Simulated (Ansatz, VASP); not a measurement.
**Cu in VASP and in Ansatz**

The input INCAR:

```
SYSTEM = Cu
  PREC = Accurate
  ENCUT = 520
  EDIFF = 1E-6
  ISMEAR = 0
  SIGMA = 0.1
  LREAL = .False.
  LASPH = .True.
  NELM = 100
  ALGO = Normal
  ISIF = 2
  LWAVE = .False.
  LCHARG = .False.
  GGA = RP
  NBANDS = 12
```

The input KPOINTS:

```
regular mesh
0
Gamma
  8 8 8
  0 0 0
```

POSCAR

```
Cu
1.0
    0.0000000000      1.8250000000      1.8250000000
    1.8250000000      0.0000000000      1.8250000000
    1.8250000000      1.8250000000      0.0000000000
Cu
1
Direct
    0.0000000000      0.0000000000      0.0000000000
```

Input for Ansatz:

```yaml
crystal:
  lattice:
    - [0.0, 1.825, 1.825]
    - [1.825, 0.0, 1.825]
    - [1.825, 1.825, 0.0]
  atoms:
    - { symbol: Cu, position: [0.0, 0.0, 0.0] }
basis:
  ecutwfc: 420
kpoints:
  mp_grid: { grid: [8, 8, 8] }
hamiltonian:
  xc: rpbe
  pseudopotentials: { kind: paw, azcp: { folder: soft_1 } }
scf:
  occupations: { method: gaussian, width: 0.1 }
output:
  forces: true
  stress: true
  eigenvalues: true
```

Alike in both runs: task single point; functional RPBE; k mesh 8 × 8 × 8; occupations gaussian, width 0.1 eV; no spin polarisation.

```csv
,VASP,Ansatz
version,VASP 6.6.1,Ansatz 0.2.0
potentials or method,"VASP PAW PBE potentials, release 64 (Cu), cutoff 520 eV","scalar-relativistic, plane waves, PAW"
valence electrons in the cell,11,19
```

|  | VASP | Ansatz | Ansatz less VASP |
| --- | --- | --- | --- |
| gap on the k mesh at the Fermi level (eV) | none | none | - |
| pressure (GPa) | 3.8 | 3.1 | -0.66 |

VASP's potentials were made for PBE, not for RPBE. A gap of «none» marks a metal or a gap that the smearing closes. With one functional, cell and mesh, what is left measures potentials, basis and numerics. VASP's potentials hold 11 valence electrons a cell and Ansatz's 19, so a difference there can come from the potentials and not from the codes.

The k mesh is coarse, so the values compare programs but aren't converged.
